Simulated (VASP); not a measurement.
# SnIr3 (P6_3/mmc) in VASP: single point with PBE

Aim: the single point of SnIr3 with PBE.

Program: VASP 6.6.1. These are calculated values, not measurements. Logs are shortened: lines on timing, memory, paths and dates and some standing lists are left out, and cuts for length are marked.

## 1. The cell of the first run

It takes space group P6_3/mmc (No. 194, hexagonal). The conventional cell has a = 5.686 Å, b = 5.686 Å, c = 4.538 Å, α = 90.00°, β = 90.00°, γ = 120.00°. Sn (site symmetry -6m2) has 12 Ir at 2.82 to 2.84 Å within 3.7 Å. Ir (site symmetry mm2) has 8 Ir at 2.78 to 2.91 Å and 4 Sn at 2.82 to 2.84 Å within 3.7 Å.

## 2. Single point, PBE

File INCAR:

```
ALGO = Fast
EDIFF = 1E-6
ENCUT = 520
GGA = PE
ISIF = 2
ISMEAR = 0
LASPH = T
LCHARG = F
LREAL = F
LWAVE = F
NBANDS = 51
NELM = 100
PREC = Accurate
SIGMA = 0.1
```

File KPOINTS:

```
k-points
0
Gamma
  6 6 4
```

File POSCAR:

```
SnIr3
1.0
    5.6860304000      0.0000000000      0.0000000000
   -2.8430152000      4.9242467700      0.0000000000
    0.0000000000      0.0000000000      4.5379381200
Sn Ir
2 6
Direct
    0.6666666700      0.3333333300      0.2500000000
    0.3333333300      0.6666666700      0.7500000000
    0.3255820000      0.1627910000      0.7500000000
    0.8372090000      0.1627910000      0.7500000000
    0.8372090000      0.6744180000      0.7500000000
    0.6744180000      0.8372090000      0.2500000000
    0.1627910000      0.8372090000      0.2500000000
    0.1627910000      0.3255820000      0.2500000000
```

Potentials or basis: VASP PAW PBE potentials, release 64 (Sn_d, Ir).

On the command line:

```
> cat potpaw_PBE.64/Sn_d/POTCAR potpaw_PBE.64/Ir/POTCAR > POTCAR
> mpirun -np 1 vasp_std > vasp.out
```

OUTCAR:

```text
EDIFF = 1E-6
   ENCUT = 520
   GGA = PE
   ISIF = 2
   ISMEAR = 0
   LASPH = T
   LREAL = F
   NELM = 100
   PREC = Accurate

 ion  position               nearest neighbor table
   1  0.667  0.333  0.250-   4 2.82   4 2.82   5 2.82   5 2.82   3 2.82   3 2.82   6 2.84   8 2.84
                             7 2.84   7 2.84   6 2.84   8 2.84
   2  0.333  0.667  0.750-   7 2.82   7 2.82   8 2.82   8 2.82   6 2.82   6 2.82   3 2.84   5 2.84
                             4 2.84   4 2.84   3 2.84   5 2.84
   3  0.326  0.163  0.750-   5 2.78   4 2.78   7 2.78   7 2.78   8 2.78   8 2.78   1 2.82   1 2.82
                             2 2.84   2 2.84   5 2.91   4 2.91
   4  0.837  0.163  0.750-   5 2.78   3 2.78   6 2.78   6 2.78   8 2.78   8 2.78   1 2.82   1 2.82
                             2 2.84   2 2.84   5 2.91   3 2.91
   5  0.837  0.674  0.750-   3 2.78   4 2.78   6 2.78   7 2.78   6 2.78   7 2.78   1 2.82   1 2.82
                             2 2.84   2 2.84   4 2.91   3 2.91
   6  0.674  0.837  0.250-   8 2.78   7 2.78   4 2.78   4 2.78   5 2.78   5 2.78   2 2.82   2 2.82
                             1 2.84   1 2.84   8 2.91   7 2.91
   7  0.163  0.837  0.250-   8 2.78   6 2.78   3 2.78   3 2.78   5 2.78   5 2.78   2 2.82   2 2.82
                             1 2.84   1 2.84   8 2.91   6 2.91
   8  0.163  0.326  0.250-   6 2.78   7 2.78   3 2.78   4 2.78   3 2.78   4 2.78   2 2.82   2 2.82
                             1 2.84   1 2.84   7 2.91   6 2.91

  LATTYP: Found a hexagonal cell.
 ALAT       =     5.6860304000
 C/A-ratio  =     0.7980854482

  Lattice vectors:

 A1 = (   5.6860304000,   0.0000000000,   0.0000000000)
 A2 = (  -2.8430152000,   4.9242467700,   0.0000000000)
 A3 = (   0.0000000000,   0.0000000000,   4.5379381200)

Analysis of symmetry for initial positions (statically):
=====================================================================
 Subroutine PRICEL returns:
 Original cell was already a primitive cell.

 Routine SETGRP: Setting up the symmetry group for a
 hexagonal supercell.

 Subroutine GETGRP returns: Found 24 space group operations
 (whereof 12 operations were pure point group operations)
 out of a pool of 24 trial point group operations.

The static configuration has the point symmetry D_3d.
 The point group associated with its full space group is D_6h.

Analysis of symmetry for dynamics (positions and initial velocities):
=====================================================================
 Subroutine PRICEL returns:
 Original cell was already a primitive cell.

 Routine SETGRP: Setting up the symmetry group for a
 hexagonal supercell.

 Subroutine GETGRP returns: Found 24 space group operations
 (whereof 12 operations were pure point group operations)
[... 121 lines left out ...]
   PSTRESS=    0.0 pullay stress
   NELECT =      82.0000    total number of electrons
   NUPDOWN=      -1.0000    fix difference up-down
   EMIN   =  10.00;   EMAX   =-10.00  energy-range for DOS
   EFERMI =   0.00;   METHOD = LEGACY
   ISMEAR =     0;   SIGMA  =   0.10  broadening in eV -4-tet -1-fermi 0-gaus
   EFERMI_NEDOS =   21; number of points for ismear=-14 and -15
   IALGO  =     68    algorithm
   IMIX   =      4    mixing-type and parameters
     AMIX     =   0.40;   BMIX     =  1.00
     AMIX_MAG =   1.60;   BMIX_MAG =  1.00
  volume/ion in A,a.u.               =      15.88       107.18
  Fermi-wavevector in a.u.,A,eV,Ry     =   1.414741  2.673473 27.231952  2.001492
  Thomas-Fermi vector in A             =   2.536252
   LORBIT       =      0    0 simple, 1 ext, 2 COOP (PROOUT), +10 PAW based schemes
   GGA     = PE    functional components
   LHFCALC =     F    Hartree Fock is set to
   AEXX    =    0.0000 exact exchange contribution
   IVDW    =     0    specifies the selected vdW correction
   LEPSILON=     F    determine dielectric tensor
   LRPA    =     F    only Hartree local field effects (RPA)
 non-spin polarized calculation
 RMM-DIIS sequential band-by-band and
 Gauss-broadening in eV      SIGMA  =   0.10
  energy-cutoff  :      520.00
  volume of cell :      127.06
 maximum number of plane-waves:      3449
   NGX = 21   NGY = 21   NGZ = 17

 number of electron      82.0000016 magnetization

 Free energy of the ion-electron system (eV)
  ---------------------------------------------------
  ext. energy  EPLUGINS =         0.00000000
  ---------------------------------------------------
  free energy    TOTEN  =       -60.16768027 eV

  energy without entropy =      -60.12993223  energy(sigma->0) =      -60.14880625

 E-fermi :  10.1957     XC(G=0): -13.2332

 val. band max:       10.1891422031   @ k =   0.3333   0.3333   0.2500
 cond. band min:      10.2032394335   @ k =   0.1667  -0.0000   0.5000
 fundamental gap:      0.0140972303
 Fermi energy:        10.1957049250

 k-point     1 :       0.0000    0.0000    0.0000
  band No.  band energies     occupation
      1     -11.3198      2.00000
      2     -11.3198      2.00000
      3     -11.3103      2.00000
      4     -11.3088      2.00000
      5     -11.3088      2.00000
      6     -11.3086      2.00000
[... 1123 lines left out ...]
     50      14.0870      0.00000
     51      16.3020      0.00000

------------------------ aborting loop because EDIFF is reached ----------------------------------------

  FORCE on cell =-STRESS in cart. coord.  units (eV):
  Direction    XX          YY          ZZ          XY          YZ          ZX
  --------------------------------------------------------------------------------------
  -------------------------------------------------------------------------------------
  Total        0.0445070      0.0445070      0.6228249      0.0000000     -0.0000000      0.0000000
  in kB        0.5612182      0.5612182      7.8536035      0.0000000     -0.0000000      0.0000000
  external PRESSURE =       2.9920133 kB  Pullay stress =       0.0000000 kB

 VOLUME and BASIS-vectors are now :
 -----------------------------------------------------------------------------
  energy-cutoff  :      520.00
  volume of cell :      127.06
      direct lattice vectors                 reciprocal lattice vectors
     5.686030400  0.000000000  0.000000000     0.175869619  0.101538372  0.000000000
    -2.843015200  4.924246770  0.000000000     0.000000000  0.203076744  0.000000000
     0.000000000  0.000000000  4.537938120     0.000000000  0.000000000  0.220364398

 POSITION                                       TOTAL-FORCE (eV/Angst)
 -----------------------------------------------------------------------------------
      2.84302      1.64142      1.13448         0.000000      0.000000      0.000000
     -0.00000      3.28283      3.40345         0.000000      0.000000      0.000000
      1.38845      0.80162      3.40345        -0.041532     -0.023978     -0.000000
      4.29758      0.80162      3.40345         0.041532     -0.023978      0.000000
      2.84302      3.32100      3.40345         0.000000      0.047957      0.000000
      1.45456      4.12262      1.13448         0.041532      0.023978     -0.000000
     -1.45456      4.12262      1.13448        -0.041532      0.023978      0.000000
      0.00000      1.60325      1.13448         0.000000     -0.047957     -0.000000
 -----------------------------------------------------------------------------------
    total drift:                               -0.000005      0.000003      0.000000

  FREE ENERGIE OF THE ION-ELECTRON SYSTEM (eV)
  ---------------------------------------------------
  free  energy   TOTEN  =       -60.1676802688 eV

  energy  without entropy=      -60.1299322328  energy(sigma->0) =      -60.14880625
```

OSZICAR:

```text
N       E                     dE             d eps       ncg     rms          rms(c)
DAV:   1     0.107536226404E+04    0.10754E+04   -0.35699E+04  2225   0.222E+03
DAV:   2     0.977802169479E+02   -0.97758E+03   -0.95026E+03  2142   0.657E+02
DAV:   3    -0.509057295305E+02   -0.14869E+03   -0.13619E+03  2325   0.227E+02
DAV:   4    -0.624510305096E+02   -0.11545E+02   -0.11091E+02  2540   0.684E+01
DAV:   5    -0.628228366649E+02   -0.37181E+00   -0.36956E+00  2550   0.109E+01    0.288E+01
RMM:   6    -0.603923360172E+02    0.24305E+01   -0.48948E+00  2362   0.140E+01    0.111E+01
RMM:   7    -0.601928881465E+02    0.19945E+00   -0.27547E+00  2548   0.696E+00    0.392E+00
RMM:   8    -0.601575447062E+02    0.35343E-01   -0.44587E-01  2448   0.471E+00    0.195E+00
RMM:   9    -0.601708200796E+02   -0.13275E-01   -0.19646E-01  3112   0.156E+00    0.499E-01
RMM:  10    -0.601668823631E+02    0.39377E-02   -0.29490E-02  2678   0.118E+00    0.404E-01
RMM:  11    -0.601675957081E+02   -0.71335E-03   -0.83336E-03  2898   0.311E-01    0.900E-02
RMM:  12    -0.601676897093E+02   -0.94001E-04   -0.18555E-03  2994   0.172E-01    0.962E-02
RMM:  13    -0.601676893558E+02    0.35356E-06   -0.42292E-04  3382   0.102E-01    0.421E-02
RMM:  14    -0.601676772061E+02    0.12150E-04   -0.15951E-04  2808   0.765E-02    0.122E-02
RMM:  15    -0.601676791296E+02   -0.19234E-05   -0.54320E-05  3254   0.322E-02    0.740E-03
RMM:  16    -0.601676801925E+02   -0.10629E-05   -0.95680E-06  3049   0.129E-02    0.837E-03
RMM:  17    -0.601676802688E+02   -0.76331E-07   -0.15561E-06  1539   0.644E-03
   1 F= -.60167680E+02 E0= -.60148806E+02  d E =-.377480E-01
```

Wall time 3 min (1 thread of AMD EPYC 7R13 (Zen 3), shared host); peak memory 0.27 GiB.

Results:

| Quantity | Value |
| --- | --- |
| Free energy | -60.1677 eV |
| Pressure | 0.3 GPa |
| Largest force | 0.048 eV/Å |
| Band gap on the k mesh | zero (band 41 reaches 10.80 eV, above the bottom of band 42 at 9.91 eV) |

Forces on the atoms (eV/Å):
```
Sn   0.000  0.000  0.000
Sn   0.000  0.000  0.000
Ir  -0.042 -0.024  0.000
Ir   0.042 -0.024  0.000
Ir   0.000  0.048  0.000
Ir   0.042  0.024  0.000
Ir  -0.042  0.024  0.000
Ir   0.000 -0.048  0.000
```

Stress tensor (GPa, compression positive):
```
0.06 0.00 0.00
0.00 0.06 0.00
0.00 0.00 0.79
```

Caveat: spin-orbit coupling is left out, which moves the levels of the heavy elements.
